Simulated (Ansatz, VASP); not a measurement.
## Si2WC3 in VASP and in Ansatz

INCAR

```
SYSTEM = Si2WC3
PREC     = Accurate       ! precision mode
ENCUT    = 600            ! plane-wave cutoff, eV
EDIFF    = 1E-7           ! SCF threshold, eV
ISMEAR   = 0              ! smearing method
SIGMA    = 0.02           ! smearing width, eV
LREAL    = .FALSE.        ! projectors in reciprocal space
LASPH    = .TRUE.         ! aspherical terms in the spheres
NELM     = 100            ! most SCF steps
ALGO     = Normal         ! electronic algorithm
ISIF     = 3              ! what is computed and relaxed
LWAVE    = .FALSE.        ! write WAVECAR
LCHARG   = .FALSE.        ! write CHGCAR
GGA      = PE             ! functional
IBRION   = 2              ! ionic algorithm
NSW      = 100            ! ionic steps
EDIFFG   = -0.01          ! ionic threshold
```

The input KPOINTS:

```
regular mesh
0
G
  12 12 4
  0 0 0
```

POSCAR

```
Si2WC3
1.0
    3.0151513519      0.0000000000      0.0000000000
   -1.5075756760      2.6111976670      0.0000000000
    0.0000000000      0.0000000000      8.0902671865
Si W C
2 1 3
Direct
    0.0000000000      0.0000000000      0.8979767040
    0.3333333333      0.6666666667      0.5831957680
    0.0000000000      0.0000000000      0.2031411386
    0.3333333333      0.6666666667      0.0030084158
    0.0000000000      0.0000000000      0.6706100470
    0.3333333333      0.6666666667      0.3570679267
```

Input for Ansatz:

```yaml
crystal:
  lattice:
    - [3.0151513519, 0.0, 0.0]
    - [-1.507575676, 2.611197667, 0.0]
    - [0.0, 0.0, 8.0902671865]
  atoms:
    - { symbol: Si, position: [0.0, 0.0, 0.897976704] }
    - { symbol: Si, position: [0.3333333333, 0.6666666667, 0.583195768] }
    - { symbol: W, position: [0.0, 0.0, 0.2031411386] }
    - { symbol: C, position: [0.3333333333, 0.6666666667, 0.0030084158] }
    - { symbol: C, position: [0.0, 0.0, 0.670610047] }
    - { symbol: C, position: [0.3333333333, 0.6666666667, 0.3570679267] }
basis:
  ecutwfc: 420
kpoints:
  mp_grid: { grid: [12, 12, 4] }
hamiltonian:
  xc: pbe
scf:
  occupations: { method: gaussian, width: 0.02 }
output:
  forces: true
  stress: true
  eigenvalues: true
relax:
  adjacent_minimum: "off"
  f_tol: 0.01
  max_steps: 80
  cell: { stress_tol: 0.05 }
```

Alike in both runs: task relaxation of cell and atoms; functional PBE; k mesh 12 × 12 × 4; occupations gaussian, width 0.02 eV; no spin polarisation.

|  | VASP | Ansatz |
| --- | --- | --- |
| version | VASP 6.6.1 | Ansatz 0.2.0 |
| potentials or method | VASP PAW PBE potentials, release 64 (Si, W_sv, C), cutoff 600 eV | scalar-relativistic, plane waves, PAW |
| valence electrons in the cell | 34 | 34 |

VASP gave:

```
gap on the k mesh at the Fermi level, each at its own relaxed structure (eV) : 0.76
relaxed volume (Å³/atom)                                                     : 10.61
relaxed cell length with the largest relative difference (Å)                 : 8.091
```

Task: Which values does Ansatz return?

Result: gap on the k mesh at the Fermi level, each at its own relaxed structure (eV): 0.76; relaxed volume (Å³/atom): 10.61; relaxed cell length with the largest relative difference (Å): 8.089.

Neither program's run includes spin-orbit coupling.
